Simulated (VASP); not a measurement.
A run of VASP 6.6.1 is set up as follows.

Contents of POSCAR:

```
Al
1.0
    0.0000000000      2.0200000000      2.0200000000
    2.0200000000      0.0000000000      2.0200000000
    2.0200000000      2.0200000000      0.0000000000
Al
1
Direct
    0.0000000000      0.0000000000      0.0000000000
```

The input INCAR.step1:

```
ALGO     = Normal         # electronic algorithm
EDIFF    = 1E-5           # SCF threshold, eV
ENCUT    = 520            # plane-wave cutoff, eV
GGA      = PE             # functional
ISIF     = 2              # what is computed and relaxed
ISMEAR   = -1             # smearing method
LASPH    = T              # aspherical terms in the spheres
LCHARG   = F              # write CHGCAR
LREAL    = F              # projectors in reciprocal space
LWAVE    = T              # write WAVECAR
NBANDS   = 8              # bands
NELM     = 80             # most SCF steps
PREC     = Accurate       # precision mode
SIGMA    = 0.02           # smearing width, eV
```

Contents of INCAR.step2:

```
ALGO     = Normal         # electronic algorithm
EDIFF    = 1E-6           # SCF threshold, eV
ENCUT    = 520            # plane-wave cutoff, eV
GGA      = PE             # functional
HFSCREEN = 0.2079         # screening, 1/A
ISIF     = 2              # what is computed and relaxed
ISMEAR   = -1             # smearing method
ISTART   = 1            
LASPH    = T              # aspherical terms in the spheres
LCHARG   = F              # write CHGCAR
LHFCALC  = T              # exact exchange
LREAL    = F              # projectors in reciprocal space
LWAVE    = F              # write WAVECAR
NBANDS   = 8              # bands
NELM     = 80             # most SCF steps
PREC     = Accurate       # precision mode
PRECFOCK = Normal       
SIGMA    = 0.02           # smearing width, eV
```

The input KPOINTS:

```
k-points
0
Gamma
  3 3 3
```

Potentials or basis: VASP PAW PBE potentials, release 64 (Al).

The run is started by

```console
$ cat potpaw_PBE.64/Al/POTCAR > POTCAR
$ cp INCAR.step1 INCAR
$ mpirun -np 1 vasp_std > vasp.out
$ cp INCAR.step2 INCAR
$ mpirun -np 1 vasp_std > vasp.out
```

**Question.** Predict the band gap on the k mesh.

**Answer.** Zero (an odd number of electrons rules out a gap without spin polarisation).

**Question.** Estimate the pressure.

**Answer.** -4.0 GPa.

Caveat: the k points lie up to 0.90 Å⁻¹ apart, too coarse for converged energies and pressures of a metal; the PAW data sets were made with another functional, which shifts forces and pressure a little.
